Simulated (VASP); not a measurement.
# TaMo3 (P4/mmm) in VASP: single point with LDA

Aim: the single point of TaMo3 with LDA.

Everything below comes from runs of VASP 6.6.1. Logs are shortened: lines on timing, memory, paths and dates and some standing lists are left out, and cuts for length are marked.

### 1 The cell of the first run

The structure is tetragonal, space group P4/mmm (No. 123). Conventional cell: a = 4.518 Å, b = 4.518 Å, c = 3.196 Å, α = 90.00°, β = 90.00°, γ = 90.00°. Within 3.6 Å of Ta (site symmetry 4/mmm) lie 12 Mo at 2.77 to 3.19 Å and 2 Ta at 3.20 Å. Mo (site symmetry 4/mmm) has 10 Mo at 2.77 to 3.20 Å and 4 Ta at 3.19 Å within 3.6 Å. Within 3.6 Å of Mo (site symmetry mmm) lie 4 Ta at 2.77 Å and 10 Mo at 2.77 to 3.20 Å.

### 2 Single point, LDA

File INCAR:

```
PREC = Accurate ; ENCUT = 520
EDIFF = 1E-6 ; ISMEAR = 0
SIGMA = 0.1 ; LREAL = False
LASPH = True ; NELM = 80
ALGO = Fast ; ISIF = 2
LWAVE = False ; LCHARG = False
GGA = CA ; NBANDS = 34
```

File KPOINTS:

```
regular mesh
0
Gamma
  10 10 14
```

File POSCAR:

```
TaMo3
1.0
    4.5182802070      0.0000000000      0.0000000000
    0.0000000000      4.5182802070      0.0000000000
    0.0000000000      0.0000000000      3.1961308171
Ta Mo
1 3
Direct
    0.5000000000      0.5000000000      0.0000000000
    0.0000000000      0.0000000000      0.0000000000
    0.5000000000      0.0000000000      0.5000000000
    0.0000000000      0.5000000000      0.5000000000
```

Potentials or basis: VASP PAW LDA potentials, release 64 (Ta_pv, Mo_sv).

Started as:

```bash
$ cat potpaw_LDA.64/Ta_pv/POTCAR potpaw_LDA.64/Mo_sv/POTCAR > POTCAR
$ mpirun -np 1 vasp_std > vasp.out
```

OUTCAR:

```text
PREC = Accurate
   ENCUT = 520
   EDIFF = 1E-6
   ISMEAR = 0
   LREAL = False
   LASPH = True
   NELM = 80
   ISIF = 2
   GGA = CA

 ion  position               nearest neighbor table
   1  0.500  0.500  0.000-   3 2.77   4 2.77   3 2.77   4 2.77   3 2.77   3 2.77   4 2.77   4 2.77
                             2 3.19   2 3.19   2 3.19   2 3.19
   2  0.000  0.000  0.000-   3 2.77   4 2.77   3 2.77   4 2.77   4 2.77   4 2.77   3 2.77   3 2.77
                             1 3.19   1 3.19   1 3.19   1 3.19
   3  0.500  0.000  0.500-   1 2.77   2 2.77   1 2.77   2 2.77   1 2.77   1 2.77   2 2.77   2 2.77
                             4 3.19   4 3.19   4 3.19   4 3.19
   4  0.000  0.500  0.500-   1 2.77   2 2.77   1 2.77   2 2.77   2 2.77   2 2.77   1 2.77   1 2.77
                             3 3.19   3 3.19   3 3.19   3 3.19

  LATTYP: Found a simple tetragonal cell.
 ALAT       =     4.5182802070
 C/A-ratio  =     0.7073777346

  Lattice vectors:

 A1 = (   4.5182802070,   0.0000000000,   0.0000000000)
 A2 = (   0.0000000000,   4.5182802070,   0.0000000000)
 A3 = (   0.0000000000,   0.0000000000,   3.1961308171)

Analysis of symmetry for initial positions (statically):
=====================================================================
 Subroutine PRICEL returns:
 Original cell was already a primitive cell.

 Routine SETGRP: Setting up the symmetry group for a
 simple tetragonal supercell.

 Subroutine GETGRP returns: Found 16 space group operations
 (whereof 16 operations were pure point group operations)
 out of a pool of 16 trial point group operations.

The static configuration has the point symmetry D_4h.

Analysis of symmetry for dynamics (positions and initial velocities):
=====================================================================
 Subroutine PRICEL returns:
 Original cell was already a primitive cell.

 Routine SETGRP: Setting up the symmetry group for a
 simple tetragonal supercell.

 Subroutine GETGRP returns: Found 16 space group operations
 (whereof 16 operations were pure point group operations)
 out of a pool of 16 trial point group operations.

The dynamic configuration has the point symmetry D_4h.

 Subroutine INISYM returns: Found 16 space group operations
 (whereof 16 operations are pure point group operations),
 and found     1 'primitive' translations

----------------------------------------------------------------------------------------

                                     Primitive cell

  volume of cell :      65.2486

  direct lattice vectors                    reciprocal lattice vectors
     4.518280207  0.000000000  0.000000000     0.221323148  0.000000000  0.000000000
     0.000000000  4.518280207  0.000000000     0.000000000  0.221323148  0.000000000
     0.000000000  0.000000000  3.196130817     0.000000000  0.000000000  0.312878307

  length of vectors
     4.518280207  4.518280207  3.196130817     0.221323148  0.221323148  0.312878307

  position of ions in fractional coordinates (direct lattice)
     0.500000000  0.500000000  0.000000000
     0.000000000  0.000000000  0.000000000
     0.500000000  0.000000000  0.500000000
     0.000000000  0.500000000  0.500000000

  ion indices of the primitive-cell ions
   primitive index   ion index
                 1           1
                 2           2
                 3           3
                 4           4

----------------------------------------------------------------------------------------

 KPOINTS: regular mesh

Automatic generation of k-mesh.
 Grid dimensions read from file:
 generate k-points for:   10   10   14

 Generating k-lattice:

  Cartesian coordinates                     Fractional coordinates (reciprocal lattice)
     0.022132315  0.000000000  0.000000000     0.100000000  0.000000000  0.000000000
     0.000000000  0.022132315  0.000000000     0.000000000  0.100000000  0.000000000
     0.000000000  0.000000000  0.022348451     0.000000000  0.000000000  0.071428571

  Length of vectors
     0.022132315  0.022132315  0.022348451

  Shift w.r.t. Gamma in fractional coordinates (k-lattice)
     0.000000000  0.000000000  0.000000000

 Subroutine IBZKPT returns following result:
 ===========================================

 Found    168 irreducible k-points:

 Following reciprocal coordinates:
            Coordinates               Weight
  0.000000  0.000000  0.000000      1.000000
  0.100000  0.000000  0.000000      4.000000
  0.200000  0.000000  0.000000      4.000000
  0.300000  0.000000  0.000000      4.000000
  0.400000  0.000000  0.000000      4.000000
  0.500000  0.000000  0.000000      2.000000
[... 16 lines left out ...]
  0.100000  0.000000  0.071429      8.000000
  0.200000  0.000000  0.071429      8.000000
 [... further k-points ...]
   k-points           NKPTS =    168   k-points in BZ     NKDIM =    168   number of bands    NBANDS=     34
   number of dos      NEDOS =    301   number of ions     NIONS =      4
   total plane-waves  NPLWV =  31104
   dimension x,y,z NGX =    36 NGY =   36 NGZ =   24
   dimension x,y,z NGXF=    72 NGYF=   72 NGZF=   48
   ions per type =               1   3
   NGX,Y,Z   is equivalent  to a cutoff of  13.25, 13.25, 12.48 a.u.
   NGXF,Y,Z  is equivalent  to a cutoff of  26.49, 26.49, 24.97 a.u.
 SYSTEM =  unknown system
   PREC   = accura    normal or accurate (medium, high low for compatibility)
   ISTART =      0    job   : 0-new  1-cont  2-samecut
   ICHARG =      2    charge: 1-file 2-atom 10-const
   ISPIN  =      1    spin polarized calculation?
   LNONCOLLINEAR =      F non collinear calculations
   LSORBIT =      F    spin-orbit coupling
   LASPH  =      T    aspherical Exc in radial PAW
   ENCUT  =  520.0 eV  38.22 Ry    6.18 a.u.   8.40  8.40  5.94*2*pi/ulx,y,z
   NELM   =     80;   NELMIN=  2; NELMDL= -5     # of ELM steps
   EDIFF  = 0.1E-05   stopping-criterion for ELM
   LREAL  =      F    real-space projection
   EDIFFG = 0.1E-04   stopping-criterion for IOM
   NSW    =      0    number of steps for IOM
   IBRION =     -1    ionic relax: 0-MD 1-quasi-New 2-CG
   NFREE  =      0    steps in history (QN), initial steepest desc. (CG)
   ISIF   =      2    stress and relaxation
   ISYM   =      2    0-nonsym 1-usesym 2-fastsym
   POTIM  = 0.5000    time-step for ionic-motion
   TEBEG  =    0.0;   TEEND  =   0.0 temperature during run
   PSTRESS=    0.0 pullay stress
   NELECT =      53.0000    total number of electrons
   NUPDOWN=      -1.0000    fix difference up-down
   EMIN   =  10.00;   EMAX   =-10.00  energy-range for DOS
   EFERMI =   0.00;   METHOD = LEGACY
   ISMEAR =     0;   SIGMA  =   0.10  broadening in eV -4-tet -1-fermi 0-gaus
   EFERMI_NEDOS =   21; number of points for ismear=-14 and -15
   IALGO  =     68    algorithm
   IMIX   =      4    mixing-type and parameters
     AMIX     =   0.40;   BMIX     =  1.00
     AMIX_MAG =   1.60;   BMIX_MAG =  1.00
  volume/ion in A,a.u.               =      16.31       110.08
  Fermi-wavevector in a.u.,A,eV,Ry     =   1.527483  2.886525 31.745188  2.333206
  Thomas-Fermi vector in A             =   2.635373
   LORBIT       =      0    0 simple, 1 ext, 2 COOP (PROOUT), +10 PAW based schemes
   GGA     = CA    functional components
   LHFCALC =     F    Hartree Fock is set to
   AEXX    =    0.0000 exact exchange contribution
   IVDW    =     0    specifies the selected vdW correction
   LEPSILON=     F    determine dielectric tensor
   LRPA    =     F    only Hartree local field effects (RPA)
 non-spin polarized calculation
 RMM-DIIS sequential band-by-band and
 Gauss-broadening in eV      SIGMA  =   0.10
  energy-cutoff  :      520.00
  volume of cell :       65.25
 maximum number of plane-waves:      1796
 NGX is ok and might be reduce to    36
   NGX = 17   NGY = 17   NGZ = 11

 number of electron      53.0000006 magnetization

 Free energy of the ion-electron system (eV)
  ---------------------------------------------------
  ext. energy  EPLUGINS =         0.00000000
  ---------------------------------------------------
  free energy    TOTEN  =       -49.59700224 eV

  energy without entropy =      -49.58869972  energy(sigma->0) =      -49.59285098

 E-fermi :  10.3172     XC(G=0): -13.3519

 val. band max:       10.2994108399   @ k =   0.5000   0.4000   0.0714
 cond. band min:      10.3222075268   @ k =   0.5000   0.2000   0.0000
 fundamental gap:      0.0227966869
 Fermi energy:        10.3172348203

 k-point     1 :       0.0000    0.0000    0.0000
  band No.  band energies     occupation
      1     -50.2808      2.00000
      2     -49.9502      2.00000
      3     -49.9194      2.00000
      4     -25.0144      2.00000
      5     -25.0144      2.00000
      6     -24.6386      2.00000
[... 26 lines left out ...]
     33      14.3225      0.00000
     34      14.6379      0.00000

 k-point     2 :       0.1000    0.0000    0.0000
  band No.  band energies     occupation
      1     -50.2781      2.00000
      2     -49.9511      2.00000
      3     -49.9213      2.00000
      4     -25.0075      2.00000
      5     -24.9870      2.00000
      6     -24.6295      2.00000
[... 26 lines left out ...]
     33      14.2539      0.00000
     34      14.6044      0.00000

 k-point     3 :       0.2000    0.0000    0.0000
  band No.  band energies     occupation
      1     -50.2711      2.00000
      2     -49.9543      2.00000
      3     -49.9258      2.00000
      4     -24.9885      2.00000
      5     -24.9077      2.00000
      6     -24.6039      2.00000
[... 26 lines left out ...]
     33      13.4117      0.00000
     34      13.9277      0.00000

 k-point     4 :       0.3000    0.0000    0.0000
  band No.  band energies     occupation
      1     -50.2619      2.00000
      2     -49.9598      2.00000
      3     -49.9303      2.00000
      4     -24.9626      2.00000
      5     -24.7856      2.00000
      6     -24.5675      2.00000
[... 26 lines left out ...]
     33      13.0037      0.00000
     34      13.3871      0.00000

 k-point     5 :       0.4000    0.0000    0.0000
  band No.  band energies     occupation
      1     -50.2540      2.00000
      2     -49.9657      2.00000
      3     -49.9330      2.00000
      4     -24.9387      2.00000
      5     -24.6398      2.00000
      6     -24.5730      2.00000
[... 621 lines left out ...]
 k-point    22 :       0.0000    0.0000    0.0714
  band No.  band energies     occupation
      1     -50.2773      2.00000
      2     -49.9493      2.00000
      3     -49.9213      2.00000
      4     -24.9995      2.00000
      5     -24.9995      2.00000
      6     -24.6410      2.00000
[... 26 lines left out ...]
     33      14.2778      0.00000
     34      14.4680      0.00000

 k-point    23 :       0.1000    0.0000    0.0714
  band No.  band energies     occupation
      1     -50.2748      2.00000
      2     -49.9502      2.00000
      3     -49.9231      2.00000
      4     -24.9928      2.00000
      5     -24.9742      2.00000
      6     -24.6339      2.00000
[... 26 lines left out ...]
     33      13.9477      0.00000
     34      14.3507      0.00000

 k-point    24 :       0.2000    0.0000    0.0714
  band No.  band energies     occupation
      1     -50.2680      2.00000
      2     -49.9534      2.00000
      3     -49.9273      2.00000
      4     -24.9741      2.00000
      5     -24.9011      2.00000
      6     -24.6113      2.00000
[... 26 lines left out ...]
     33      13.3261      0.00000
     34      14.2121      0.00000

 [... further k-points ...]

------------------------ aborting loop because EDIFF is reached ----------------------------------------

  FORCE on cell =-STRESS in cart. coord.  units (eV):
  Direction    XX          YY          ZZ          XY          YZ          ZX
  --------------------------------------------------------------------------------------
  -------------------------------------------------------------------------------------
  Total       -4.6556164     -4.6556164     -4.6654209      0.0000000      0.0000000      0.0000000
  in kB     -114.3186016   -114.3186016   -114.5593499      0.0000000      0.0000000      0.0000000
  external PRESSURE =    -114.3988510 kB  Pullay stress =       0.0000000 kB

 VOLUME and BASIS-vectors are now :
 -----------------------------------------------------------------------------
  energy-cutoff  :      520.00
  volume of cell :       65.25
      direct lattice vectors                 reciprocal lattice vectors
     4.518280207  0.000000000  0.000000000     0.221323148  0.000000000  0.000000000
     0.000000000  4.518280207  0.000000000     0.000000000  0.221323148  0.000000000
     0.000000000  0.000000000  3.196130817     0.000000000  0.000000000  0.312878307

 POSITION                                       TOTAL-FORCE (eV/Angst)
 -----------------------------------------------------------------------------------
      2.25914      2.25914      0.00000         0.000000      0.000000      0.000000
      0.00000      0.00000      0.00000         0.000000      0.000000      0.000000
      2.25914      0.00000      1.59807         0.000000      0.000000      0.000000
      0.00000      2.25914      1.59807         0.000000      0.000000      0.000000
 -----------------------------------------------------------------------------------
    total drift:                                0.000000      0.000000      0.000000

  FREE ENERGIE OF THE ION-ELECTRON SYSTEM (eV)
  ---------------------------------------------------
  free  energy   TOTEN  =       -49.5970022406 eV

  energy  without entropy=      -49.5886997217  energy(sigma->0) =      -49.59285098
```

Wall time 3.8 min (1 thread of Intel Xeon Platinum 8375C at 2.90GHz (Ice Lake), shared host); peak memory 0.39 GiB.

Results:

| Quantity | Value |
| --- | --- |
| Free energy | -49.5970 eV |
| Pressure | -11.4 GPa |

Levels at points of the mesh, in eV from the Fermi level:
| k point | band 23 | band 24 | band 25 | band 26 | band 27 | band 28 | band 29 | band 30 | band 31 | band 32 |
| --- | --- | --- | --- | --- | --- | --- | --- | --- | --- | --- |
| (0.00, 0.00, 0.00) | -0.77 | -0.75 | -0.75 | 1.77 | 1.79 | 1.79 | 1.91 | 2.10 | 2.49 | 3.03 |
| (0.50, 0.00, 0.00) | -1.69 | -1.27 | -0.97 | -0.48 | -0.07 | 0.51 | 1.21 | 1.26 | 1.31 | 1.94 |
| (0.50, 0.50, 0.00) | -1.82 | -0.40 | -0.30 | -0.28 | -0.28 | -0.27 | -0.05 | -0.05 | 0.93 | 1.14 |
| (0.00, 0.00, 0.50) | -2.08 | -2.06 | -2.03 | -0.28 | -0.28 | 0.32 | 0.32 | 1.15 | 2.02 | 2.61 |
| (0.50, 0.00, 0.50) | -2.26 | -1.47 | -1.39 | -1.37 | -0.98 | 1.46 | 1.49 | 2.32 | 2.50 | 2.62 |
| (0.50, 0.50, 0.50) | -2.63 | 1.73 | 1.79 | 1.79 | 1.79 | 1.85 | 2.09 | 2.09 | 2.09 | 2.49 |

Caveat: spin-orbit coupling is left out, which moves the levels of the heavy elements.
